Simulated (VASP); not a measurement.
Crystal: AlN.

```
CELL_PARAMETERS angstrom
0.00000 2.18488 2.18488
2.18488 0.00000 2.18488
2.18488 2.18488 0.00000
ATOMIC_POSITIONS crystal
Al 0.00000 0.00000 0.00000
N 0.75000 0.75000 0.75000
```

Base run:

| Property | Result |
| --- | --- |
| Program | VASP 6.6.1 |
| Functional | PBE |
| Potentials or basis | VASP PAW PBE potentials, release 64 (Al, N) |
| Cutoff | 520 eV |
| k mesh | 10 × 10 × 10 |
| Occupations | gaussian, width 0.01 eV |
| Spin | no spin polarisation |

Its results: band gap on the k mesh 3.32 eV, indirect (least direct gap 4.19 eV); pressure 4.3 GPa.

The run is repeated on the same cell with these changes: functional from PBE to r2SCAN. What comes out?

Band gap on the k mesh 3.93 eV, indirect (least direct gap 4.88 eV); pressure -0.4 GPa.

r2SCAN gives the wider gap, since meta-GGAs in the generalised Kohn-Sham scheme recover part of the derivative discontinuity.

Caveats: the PAW data sets were made with another functional, which shifts forces and pressure a little (some runs).

A k mesh can miss the band edges.
